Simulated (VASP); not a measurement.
Runs of VASP 6.6.1 on KF. The structure is that of space group Fmmm (No. 69), or close to it. The cells are those of the table. 

```tsv
cell	gap on the mesh (eV)	pressure (GPa)
a = 3.583, b = 3.716, c = 3.781 Å, angles 57.1, 60.5, 62.4°, 2 atoms	6.00	-0.1
a = 3.583, b = 3.455, c = 3.526 Å, angles 61.8, 58.2, 60.1°, 2 atoms	6.76	(b)
a = 3.934, b = 3.818, c = 3.526 Å, angles 64.6, 61.3, 54.1°, 2 atoms	5.51	1.0
a = 3.862, b = 3.773, c = 3.557 Å, angles 63.5, 61.0, 55.5°, 2 atoms	5.75	0.1
a = 3.720, b = 3.689, c = 3.619 Å, angles 61.2, 60.3, 58.5°, 2 atoms	6.16	-0.4
a = 3.720, b = 3.658, c = 3.588 Å, angles 61.8, 60.0, 58.2°, 2 atoms	6.21	0.7
a = 3.862, b = 3.923, c = 3.716 Å, angles 60.7, 62.3, 57.0°, 2 atoms	5.50	-3.6
a = 3.790, b = 3.730, c = 3.588 Å, angles 62.4, 60.7, 57.0°, 2 atoms	5.96	-0.3
a = 3.862, b = 3.744, c = 3.526 Å, angles 64.1, 60.7, 55.2°, 2 atoms	5.73	1.5
a = 3.934, b = 3.847, c = 3.557 Å, angles 64.1, 61.6, 54.4°, 2 atoms	5.54	-0.3
a = 3.583, b = 3.682, c = 3.748 Å, angles 57.7, 60.2, 62.1°, 2 atoms	6.11	(a)
a = 3.790, b = 3.700, c = 3.557 Å, angles 62.9, 60.4, 56.7°, 2 atoms	5.98	0.8
```

Alike in all rows: task single point; level LDA; potentials or basis VASP PAW LDA potentials, release 64 (K_sv, F); no spin polarisation; k mesh 8 × 8 × 8; cutoff (eV) 520; smearing gaussian 0.05 eV.

Question: Estimate the missing entries.

Answer: (a) 0.4; (b) 7.5.

A k mesh can miss the band edges.
